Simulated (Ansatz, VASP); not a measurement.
## MoN2: VASP beside Ansatz

Contents of INCAR:

```
SYSTEM = MoN2
ALGO = Normal
EDIFF = 1E-6
ENCUT = 520
GGA = PS
ISIF = 2
ISMEAR = 0
LASPH = .TRUE.
LCHARG = .FALSE.
LREAL = .FALSE.
LWAVE = .FALSE.
NBANDS = 33
NELM = 80
PREC = Accurate
SIGMA = 0.15
```

Contents of KPOINTS:

```
k-points
0
G
  12 12 18
  0 0 0
```

Contents of POSCAR:

```
MoN2
1.0
    4.2866467491      0.0000000000      0.0000000000
    0.0000000000      4.2866467491      0.0000000000
    0.0000000000      0.0000000000      2.7284347069
Mo N
2 4
Direct
    0.5000000000      0.5000000000      0.0000000000
    0.0000000000      0.0000000000      0.0000000000
    0.8872955619      0.3872955619      0.6603483488
    0.1127044381      0.6127044381      0.6603483488
    0.3872955619      0.1127044381      0.6603483488
    0.6127044381      0.8872955619      0.6603483488
```

Input for Ansatz:

```yaml
crystal:
  lattice:
    - [4.2866467491, 0.0, 0.0]
    - [0.0, 4.2866467491, 0.0]
    - [0.0, 0.0, 2.7284347069]
  atoms:
    - { symbol: Mo, position: [0.5, 0.5, 0.0] }
    - { symbol: Mo, position: [0.0, 0.0, 0.0] }
    - { symbol: "N", position: [0.8872955619, 0.3872955619, 0.6603483488] }
    - { symbol: "N", position: [0.1127044381, 0.6127044381, 0.6603483488] }
    - { symbol: "N", position: [0.3872955619, 0.1127044381, 0.6603483488] }
    - { symbol: "N", position: [0.6127044381, 0.8872955619, 0.6603483488] }
basis:
  ecutwfc: 420
kpoints:
  mp_grid: { grid: [12, 12, 18] }
hamiltonian:
  xc: pbesol
scf:
  occupations: { method: gaussian, width: 0.15 }
output:
  forces: true
  stress: true
  eigenvalues: true
  write_density: true
  write_potential: true
  elf: true
  volumetric_format: npy
```

Change from the starting cell: all N atoms moved +0.438 Å, as atom 3 along Cartesian [0 0 1].

Alike in both runs: task single point; functional PBEsol; k mesh 12 × 12 × 18; occupations gaussian, width 0.15 eV; no spin polarisation.

```csv
,VASP,Ansatz
version,VASP 6.6.1,Ansatz 0.2.0
potentials or method,"VASP PAW PBE potentials, release 64 (Mo_sv, N), cutoff 520 eV","scalar-relativistic, plane waves, PAW"
valence electrons in the cell,48,48
```

|  | VASP | Ansatz | Ansatz less VASP |
| --- | --- | --- | --- |
| gap on the k mesh at the Fermi level (eV) | none | none | - |
| rms of the force components (eV/Å) | 1.989 | 1.990 | +0.0006 |

VASP's potentials were made for PBE, not for PBEsol. Atom by atom the forces differ by 0.051 eV/Å (rms over components). A gap of «none» marks a metal or a gap that the smearing closes. With one functional, cell and mesh, what is left measures potentials, basis and numerics.
